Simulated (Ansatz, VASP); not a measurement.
One calculation of NiO2, two programs

The input INCAR:

```
SYSTEM = NiO2
  PREC = Accurate
  ENCUT = 520
  EDIFF = 1E-6
  ISMEAR = 0
  SIGMA = 0.05
  LREAL = .False.
  LASPH = .True.
  NELM = 60
  ALGO = Normal
  ISIF = 2
  LWAVE = .False.
  LCHARG = .False.
  GGA = PS
  NBANDS = 31
```

KPOINTS

```
regular mesh
0
Gamma
  12 12 4
  0 0 0
```

File POSCAR:

```
NiO2
1.0
    2.8617843942      0.0000000000      0.0000000000
   -1.4308921971      2.4783779855      0.0000000000
    0.0000000000      0.0000000000     10.2567547732
Ni O
2 4
Direct
    0.0000000000      0.0000000000      0.0000000000
    0.0000000000      0.0000000000      0.5000000000
    0.6666666667      0.3333333333      0.0860929541
    0.6666666667      0.3333333333      0.4139070459
    0.3333333333      0.6666666667      0.9139070459
    0.3333333333      0.6666666667      0.5860929541
```

Input for Ansatz:

```yaml
crystal:
  lattice:
    - [2.8617843942, 0.0, 0.0]
    - [-1.4308921971, 2.4783779855, 0.0]
    - [0.0, 0.0, 10.2567547732]
  atoms:
    - { symbol: Ni, position: [0.0, 0.0, 0.0] }
    - { symbol: Ni, position: [0.0, 0.0, 0.5] }
    - { symbol: O, position: [0.6666666667, 0.3333333333, 0.0860929541] }
    - { symbol: O, position: [0.6666666667, 0.3333333333, 0.4139070459] }
    - { symbol: O, position: [0.3333333333, 0.6666666667, 0.9139070459] }
    - { symbol: O, position: [0.3333333333, 0.6666666667, 0.5860929541] }
basis:
  ecutwfc: 420
kpoints:
  mp_grid: { grid: [12, 12, 4] }
hamiltonian:
  xc: pbesol
scf:
  occupations: { method: gaussian, width: 0.05 }
output:
  forces: true
  stress: true
  eigenvalues: true
```

Alike in both runs: task single point; functional PBEsol; k mesh 12 × 12 × 4; occupations gaussian, width 0.05 eV; no spin polarisation.

|  | VASP | Ansatz |
| --- | --- | --- |
| version | VASP 6.6.1 | Ansatz 0.2.0 |
| potentials or method | VASP PAW PBE potentials, release 64 (Ni, O), cutoff 520 eV | scalar-relativistic, plane waves, PAW |
| valence electrons in the cell | 44 | 60 |

Ansatz gave:

```
gap on the k mesh at the Fermi level (eV)                     : 0.97
least direct gap on the mesh (eV)                             : 1.27
pressure (GPa)                                                : -4.4
traceless stress, the component that is largest in VASP (GPa) : 6.63
rms of the force components (eV/Å)                            : 0.123
```

Question: Which values does VASP return?

Answer: gap on the k mesh at the Fermi level (eV): 0.95; least direct gap on the mesh (eV): 1.24; pressure (GPa): -3.8; traceless stress, the component that is largest in VASP (GPa): 6.21; rms of the force components (eV/Å): 0.145.

VASP's potentials were made for PBE, not for PBEsol. Atom by atom the forces differ by 0.022 eV/Å (rms over components). VASP's potentials hold 44 valence electrons a cell and Ansatz's 60, so a difference there can come from the potentials and not from the codes.
